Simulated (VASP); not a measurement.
# Os (P6_3/mmc) in VASP: a series of runs

The runs below take Os through single point, with PBE.

All numbers are computed with VASP 6.6.1; they aren't measurements. Logs are shortened: lines on timing, memory, paths and dates and some standing lists are left out, and cuts for length are marked.

## Step 1: The cell of the first run

The structure is hexagonal, space group P6_3/mmc (No. 194). Conventional cell: a = 2.641 Å, b = 2.641 Å, c = 4.161 Å, α = 90.00°, β = 90.00°, γ = 120.00°. Within 3.4 Å of Os (site symmetry -6m2) lie 12 Os at 2.58 to 2.64 Å.

## Step 2: Single point, PBE (12.57 Å³/atom)

The input, INCAR:

```
SYSTEM = Os
PREC = Accurate
ENCUT = 520
EDIFF = 1E-6
ISMEAR = -1
SIGMA = 0.1
LREAL = .False.
LASPH = .True.
NELM = 60
ALGO = Normal
ISIF = 2
LWAVE = .False.
LCHARG = .True.
GGA = PE
LELF = .True.
LVHAR = .True.
NBANDS = 15
```

The input, KPOINTS:

```
regular mesh
0
Gamma
  21 21 12
  0 0 0
```

The input, POSCAR:

```
Os
1.0
    2.6409629831      0.0000000000      0.0000000000
   -1.3204814916      2.2871410338      0.0000000000
    0.0000000000      0.0000000000      4.1614950796
Os
2
Direct
    0.3333333333      0.6666666667      0.2500000000
    0.6666666667      0.3333333333      0.7500000000
```

Potentials or basis: VASP PAW PBE potentials, release 64 (Os).

Started as:

```sh
$ cat potpaw_PBE.64/Os/POTCAR > POTCAR
$ mpirun -np 1 vasp_std > vasp.out
```

OUTCAR:

```text
SYSTEM = Os
   PREC = Accurate
   ENCUT = 520
   EDIFF = 1E-6
   ISMEAR = -1
   LREAL = .False.
   LASPH = .True.
   NELM = 60
   ISIF = 2
   GGA = PE

 ion  position               nearest neighbor table
   1  0.333  0.667  0.250-   2 2.58   2 2.58   2 2.58   2 2.58   2 2.58   2 2.58
   2  0.667  0.333  0.750-   1 2.58   1 2.58   1 2.58   1 2.58   1 2.58   1 2.58

  LATTYP: Found a hexagonal cell.
 ALAT       =     2.6409629831
 C/A-ratio  =     1.5757491136

  Lattice vectors:

 A1 = (   2.6409629831,   0.0000000000,   0.0000000000)
 A2 = (  -1.3204814916,   2.2871410338,   0.0000000000)
 A3 = (   0.0000000000,   0.0000000000,   4.1614950796)

Analysis of symmetry for initial positions (statically):
=====================================================================
 Subroutine PRICEL returns:
 Original cell was already a primitive cell.

 Routine SETGRP: Setting up the symmetry group for a
 hexagonal supercell.

 Subroutine GETGRP returns: Found 24 space group operations
 (whereof 12 operations were pure point group operations)
 out of a pool of 24 trial point group operations.

The static configuration has the point symmetry D_3d.
 The point group associated with its full space group is D_6h.

Analysis of symmetry for dynamics (positions and initial velocities):
=====================================================================
 Subroutine PRICEL returns:
 Original cell was already a primitive cell.

 Routine SETGRP: Setting up the symmetry group for a
 hexagonal supercell.

 Subroutine GETGRP returns: Found 24 space group operations
 (whereof 12 operations were pure point group operations)
 out of a pool of 24 trial point group operations.

The dynamic configuration has the point symmetry D_3d.
 The point group associated with its full space group is D_6h.

 Subroutine INISYM returns: Found 24 space group operations
 (whereof 12 operations are pure point group operations),
 and found     1 'primitive' translations

----------------------------------------------------------------------------------------

                                     Primitive cell

  volume of cell :      25.1365

  direct lattice vectors                    reciprocal lattice vectors
     2.640962983  0.000000000  0.000000000     0.378649760  0.218613541  0.000000000
    -1.320481492  2.287141034  0.000000000     0.000000000  0.437227082  0.000000000
     0.000000000  0.000000000  4.161495080     0.000000000  0.000000000  0.240298254

  length of vectors
     2.640962983  2.640962983  4.161495080     0.437227082  0.437227082  0.240298254

  position of ions in fractional coordinates (direct lattice)
     0.333333333  0.666666667  0.250000000
     0.666666667  0.333333333  0.750000000

  ion indices of the primitive-cell ions
   primitive index   ion index
                 1           1
                 2           2

----------------------------------------------------------------------------------------

 KPOINTS: regular mesh

Automatic generation of k-mesh.
 Grid dimensions read from file:
 generate k-points for:   21   21   12

 Generating k-lattice:

  Cartesian coordinates                     Fractional coordinates (reciprocal lattice)
     0.018030941  0.010410169  0.000000000     0.047619048  0.000000000  0.000000000
     0.000000000  0.020820337  0.000000000     0.000000000  0.047619048  0.000000000
     0.000000000  0.000000000  0.020024854     0.000000000  0.000000000  0.083333333

  Length of vectors
     0.020820337  0.020820337  0.020024854

  Shift w.r.t. Gamma in fractional coordinates (k-lattice)
     0.000000000  0.000000000  0.000000000

 Subroutine IBZKPT returns following result:
 ===========================================

 Found    336 irreducible k-points:

 Following reciprocal coordinates:
            Coordinates               Weight
  0.000000  0.000000  0.000000      1.000000
  0.047619  0.000000  0.000000      6.000000
  0.095238  0.000000  0.000000      6.000000
  0.142857  0.000000  0.000000      6.000000
  0.190476  0.000000  0.000000      6.000000
  0.238095  0.000000  0.000000      6.000000
[... 16 lines left out ...]
  0.142857  0.095238  0.000000     12.000000
  0.190476  0.095238  0.000000     12.000000
 [... further k-points ...]
   k-points           NKPTS =    336   k-points in BZ     NKDIM =    336   number of bands    NBANDS=     15
   number of dos      NEDOS =    301   number of ions     NIONS =      2
   total plane-waves  NPLWV =  12800
   dimension x,y,z NGX =    20 NGY =   20 NGZ =   32
   dimension x,y,z NGXF=    40 NGYF=   40 NGZF=   64
   ions per type =               2
   NGX,Y,Z   is equivalent  to a cutoff of  12.59, 12.59, 12.78 a.u.
   NGXF,Y,Z  is equivalent  to a cutoff of  25.18, 25.18, 25.57 a.u.
 SYSTEM =  Os
   PREC   = accura    normal or accurate (medium, high low for compatibility)
   ISTART =      0    job   : 0-new  1-cont  2-samecut
   ICHARG =      2    charge: 1-file 2-atom 10-const
   ISPIN  =      1    spin polarized calculation?
   LNONCOLLINEAR =      F non collinear calculations
   LSORBIT =      F    spin-orbit coupling
   LASPH  =      T    aspherical Exc in radial PAW
   ENCUT  =  520.0 eV  38.22 Ry    6.18 a.u.   4.91  4.91  7.74*2*pi/ulx,y,z
   NELM   =     60;   NELMIN=  2; NELMDL= -5     # of ELM steps
   EDIFF  = 0.1E-05   stopping-criterion for ELM
   LREAL  =      F    real-space projection
   EDIFFG = 0.1E-04   stopping-criterion for IOM
   NSW    =      0    number of steps for IOM
   IBRION =     -1    ionic relax: 0-MD 1-quasi-New 2-CG
   NFREE  =      0    steps in history (QN), initial steepest desc. (CG)
   ISIF   =      2    stress and relaxation
   ISYM   =      2    0-nonsym 1-usesym 2-fastsym
   POTIM  = 0.5000    time-step for ionic-motion
   TEBEG  =    0.0;   TEEND  =   0.0 temperature during run
   PSTRESS=    0.0 pullay stress
   NELECT =      16.0000    total number of electrons
   NUPDOWN=      -1.0000    fix difference up-down
   EMIN   =  10.00;   EMAX   =-10.00  energy-range for DOS
   EFERMI =   0.00;   METHOD = LEGACY
   ISMEAR =    -1;   SIGMA  =   0.10  broadening in eV -4-tet -1-fermi 0-gaus
   EFERMI_NEDOS =   21; number of points for ismear=-14 and -15
   IALGO  =     38    algorithm
   IMIX   =      4    mixing-type and parameters
     AMIX     =   0.40;   BMIX     =  1.00
     AMIX_MAG =   1.60;   BMIX_MAG =  1.00
  volume/ion in A,a.u.               =      12.57        84.81
  Fermi-wavevector in a.u.,A,eV,Ry     =   1.408251  2.661208 26.982662  1.983170
  Thomas-Fermi vector in A             =   2.530427
   LORBIT       =      0    0 simple, 1 ext, 2 COOP (PROOUT), +10 PAW based schemes
   GGA     = PE    functional components
   LHFCALC =     F    Hartree Fock is set to
   AEXX    =    0.0000 exact exchange contribution
   IVDW    =     0    specifies the selected vdW correction
   LEPSILON=     F    determine dielectric tensor
   LRPA    =     F    only Hartree local field effects (RPA)
 non-spin polarized calculation
  energy-cutoff  :      520.00
  volume of cell :       25.14
 maximum number of plane-waves:       699
 NGX is ok and might be reduce to    20
   NGX =  9   NGY =  9   NGZ = 15

 number of electron      16.0000002 magnetization

 Free energy of the ion-electron system (eV)
  ---------------------------------------------------
  ext. energy  EPLUGINS =         0.00000000
  ---------------------------------------------------
  free energy    TOTEN  =       -21.85143960 eV

  energy without entropy =      -21.81559864  energy(sigma->0) =      -21.83351912

 E-fermi :  11.2207     XC(G=0): -14.6836

 val. band max:       11.2205568211   @ k =   0.1429   0.0000   0.3333
 cond. band min:      11.2299452524   @ k =   0.3810   0.0000   0.3333
 fundamental gap:      0.0093884313
 Fermi energy:        11.2207000416

 k-point     1 :       0.0000    0.0000    0.0000
  band No.  band energies     occupation
      1      -0.7564      2.00000
      2       2.2990      2.00000
      3       7.5812      2.00000
      4       7.5812      2.00000
      5       7.9378      2.00000
      6       8.5967      2.00000
      7       8.5967      2.00000
      8       9.3348      2.00000
      9       9.3348      2.00000
     10      11.3030      0.61009
     11      13.1596      0.00000
     12      13.1596      0.00000
     13      21.6260      0.00000
     14      25.1143      0.00000
     15      28.0536      0.00000

 k-point     2 :       0.0476    0.0000    0.0000
  band No.  band energies     occupation
      1      -0.6517      2.00000
      2       2.3929      2.00000
      3       7.3184      2.00000
      4       7.6752      2.00000
      5       8.1690      2.00000
      6       8.5288      2.00000
      7       8.6852      2.00000
      8       9.2070      2.00000
      9       9.2540      2.00000
     10      10.7402      1.98376
     11      13.2202      0.00000
     12      13.8712      0.00000
     13      21.6331      0.00000
     14      25.3446      0.00000
     15      28.1940      0.00000

 k-point     3 :       0.0952    0.0000    0.0000
  band No.  band energies     occupation
      1      -0.3449      2.00000
      2       2.6602      2.00000
      3       6.8999      2.00000
      4       7.9548      2.00000
      5       8.3126      2.00000
      6       8.5546      2.00000
      7       8.7253      2.00000
      8       8.9478      2.00000
      9       9.0344      2.00000
     10      10.0132      1.99999
     11      13.3803      0.00000
     12      15.1479      0.00000
     13      21.6299      0.00000
     14      26.0012      0.00000
     15      28.5808      0.00000
[... 343 lines left out ...]
 k-point    23 :       0.1429    0.0952    0.0000
  band No.  band energies     occupation
      1       1.0369      2.00000
      2       3.6973      2.00000
      3       5.8470      2.00000
      4       6.7353      2.00000
      5       7.7786      2.00000
      6       7.9352      2.00000
      7       9.3671      2.00000
      8       9.4263      2.00000
      9       9.4405      2.00000
     10      10.4495      1.99911
     11      13.7786      0.00000
     12      18.5684      0.00000
     13      21.3530      0.00000
     14      27.9936      0.00000
     15      29.1132      0.00000

 k-point    24 :       0.1905    0.0952    0.0000
  band No.  band energies     occupation
      1       1.7294      2.00000
      2       3.9703      2.00000
      3       5.6801      2.00000
      4       5.9334      2.00000
      5       7.6324      2.00000
      6       7.6831      2.00000
      7       9.2009      2.00000
      8       9.8548      2.00000
      9      10.2400      1.99989
     10      11.2722      0.74805
     11      13.9235      0.00000
     12      19.9297      0.00000
     13      21.1475      0.00000
     14      27.0698      0.00000
     15      28.1861      0.00000

 [... further k-points ...]

------------------------ aborting loop because EDIFF is reached ----------------------------------------

  FORCE on cell =-STRESS in cart. coord.  units (eV):
  Direction    XX          YY          ZZ          XY          YZ          ZX
  --------------------------------------------------------------------------------------
  -------------------------------------------------------------------------------------
  Total       10.7639793     10.7639793     11.7093945     -0.0000000     -0.0000000      0.0000000
  in kB      686.0863662    686.0863662    746.3462866     -0.0000000     -0.0000000      0.0000000
  external PRESSURE =     706.1730063 kB  Pullay stress =       0.0000000 kB

 VOLUME and BASIS-vectors are now :
 -----------------------------------------------------------------------------
  energy-cutoff  :      520.00
  volume of cell :       25.14
      direct lattice vectors                 reciprocal lattice vectors
     2.640962983  0.000000000  0.000000000     0.378649760  0.218613541  0.000000000
    -1.320481492  2.287141034  0.000000000     0.000000000  0.437227082  0.000000000
     0.000000000  0.000000000  4.161495080     0.000000000  0.000000000  0.240298254

 POSITION                                       TOTAL-FORCE (eV/Angst)
 -----------------------------------------------------------------------------------
     -0.00000      1.52476      1.04037        -0.000000      0.000000      0.000000
      1.32048      0.76238      3.12112         0.000000      0.000000      0.000000
 -----------------------------------------------------------------------------------
    total drift:                               -0.000000      0.000000     -0.000000

  FREE ENERGIE OF THE ION-ELECTRON SYSTEM (eV)
  ---------------------------------------------------
  free  energy   TOTEN  =       -21.8514396034 eV

  energy  without entropy=      -21.8155986417  energy(sigma->0) =      -21.83351912
```

Run time: 40 s. Hardware: 1 thread of Intel Xeon 6975P-C (Granite Rapids), shared host; peak memory 0.22 GiB.

What came out:

| Property | Result |
| --- | --- |
| Free energy | -21.8514 eV |
| Pressure | 70.6 GPa |
| Band gap on the k mesh | zero (bands 8 and 9 overlap by 4.63 eV) |

Stress tensor (GPa, compression positive):
```
68.61  0.00  0.00
 0.00 68.61  0.00
 0.00  0.00 74.63
```

Caveat: the cell stands under pressure; spin-orbit coupling is left out, which moves the levels of the heavy elements.

## Step 3: Single point, PBE (13.14 Å³/atom)

This run uses another cell than the first one, of 13.14 Å³/atom.

The input, INCAR:

```
ALGO     = Normal         # electronic algorithm
EDIFF    = 1E-6           # SCF threshold, eV
ENCUT    = 520            # plane-wave cutoff, eV
GGA      = PE             # functional
ISIF     = 2              # what is computed and relaxed
ISMEAR   = -1             # smearing method
LASPH    = T              # aspherical terms in the spheres
LCHARG   = F              # write CHGCAR
LREAL    = F              # projectors in reciprocal space
LWAVE    = F              # write WAVECAR
NBANDS   = 15             # bands
NELM     = 100            # most SCF steps
PREC     = Accurate       # precision mode
SIGMA    = 0.1            # smearing width, eV
```

The input, KPOINTS:

```
k-points
0
Gamma
  21 21 12
```

The input, POSCAR:

```
Os
1.0
    2.6803861532      0.0000000000      0.0000000000
   -1.3401930766      2.3212825006      0.0000000000
    0.0000000000      0.0000000000      4.2236161050
Os
2
Direct
    0.3333333333      0.6666666667      0.2500000000
    0.6666666667      0.3333333333      0.7500000000
```

Potentials or basis: VASP PAW PBE potentials, release 64 (Os).

Started as:

```sh
$ cat potpaw_PBE.64/Os/POTCAR > POTCAR
$ mpirun -np 1 vasp_std > vasp.out
```

Run time: 44 s. Hardware: 1 thread of Intel Xeon 6975P-C (Granite Rapids), shared host; peak memory 0.23 GiB.

The run converged. Its results:

```
Free energy            : -22.2471 eV
Pressure               : 41.3 GPa
Band gap on the k mesh : zero (bands 8 and 9 overlap by 4.31 eV)
```

Stress tensor (GPa, compression positive):
```
40.00  0.00  0.00
 0.00 40.00  0.00
 0.00  0.00 43.87
```

Levels at points of the mesh, in eV from the Fermi level:
```
           k point  band 5  band 6  band 7  band 8  band 9  band 10  band 11  band 12
(0.00, 0.00, 0.00)   -3.07   -2.46   -2.46   -1.77   -1.77     0.05     1.82     1.82
(0.00, 0.00, 0.50)   -3.61   -3.61   -3.61   -3.61    0.98     0.98     0.98     0.98
```

Caveat: the cell stands under pressure; spin-orbit coupling is left out, which moves the levels of the heavy elements.

(Continued in part 2 of 2.)
